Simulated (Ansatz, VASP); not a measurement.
Pt2Cl: VASP beside Ansatz

File INCAR:

```
  PREC = Accurate
  ENCUT = 520
  EDIFF = 1E-6
  ISMEAR = 0
  SIGMA = 0.2
  LREAL = False
  LASPH = True
  NELM = 80
  ALGO = Normal
  ISIF = 2
  LWAVE = False
  LCHARG = True
  GGA = PE
  LELF = True
  LVHAR = True
  NBANDS = 36
```

File KPOINTS:

```
regular mesh
0
Gamma
  8 4 4
```

The input POSCAR:

```
Pt2Cl
1.0
    2.8000018573      0.0000000000      0.0000000000
    0.0000000000      4.8497454782      0.0000000000
    0.0000000000      0.0000000000      7.4603747862
Pt Cl
4 2
Direct
    0.5000000000      0.5000000000      0.3293369740
    0.0000000000      1.0000000000      0.3293369740
    1.0000000000      0.0000000000      0.6706630260
    0.5000000000      0.5000000000      0.6706630260
    0.5000000000      0.5000000000      0.0000000000
    0.0000000000      0.0000000000      0.0000000000
```

Input for Ansatz:

```yaml
crystal:
  lattice:
    - [2.8000018573, 0.0, 0.0]
    - [0.0, 4.8497454782, 0.0]
    - [0.0, 0.0, 7.4603747862]
  atoms:
    - { symbol: Pt, position: [0.5, 0.5, 0.329336974] }
    - { symbol: Pt, position: [0.0, 1.0, 0.329336974] }
    - { symbol: Pt, position: [1.0, 0.0, 0.670663026] }
    - { symbol: Pt, position: [0.5, 0.5, 0.670663026] }
    - { symbol: Cl, position: [0.5, 0.5, 0.0] }
    - { symbol: Cl, position: [0.0, 0.0, 0.0] }
basis:
  ecutwfc: 420
kpoints:
  mp_grid: { grid: [8, 4, 4] }
hamiltonian:
  xc: pbe
scf:
  occupations: { method: gaussian, width: 0.2 }
  lower_state_search: "off"
output:
  forces: true
  stress: true
  eigenvalues: true
```

Alike in both runs: task single point; functional PBE; k mesh 8 × 4 × 4; occupations gaussian, width 0.2 eV; no spin polarisation.

```csv
,VASP,Ansatz
version,VASP 6.6.1,Ansatz 0.2.0
potentials or method,"VASP PAW PBE potentials, release 64 (Pt, Cl), cutoff 520 eV","scalar-relativistic, plane waves, PAW"
valence electrons in the cell,54,86
```

Ansatz gave:

| Item | Value |
| --- | --- |
| gap on the k mesh at the Fermi level (eV) | none |
| pressure (GPa) | 0.4 |
| traceless stress, the component that is largest in VASP (GPa) | 0.71 |
| rms of the force components (eV/Å) | 0.026 |

Q: Which values does VASP return?

A: gap on the k mesh at the Fermi level (eV): none; pressure (GPa): 0.0; traceless stress, the component that is largest in VASP (GPa): 0.77; rms of the force components (eV/Å): 0.036.

Atom by atom the forces differ by 0.010 eV/Å (rms over components). A gap of «none» marks a metal or a gap that the smearing closes. VASP's potentials hold 54 valence electrons a cell and Ansatz's 86, so a difference there can come from the potentials and not from the codes.

Neither program's run includes spin-orbit coupling.
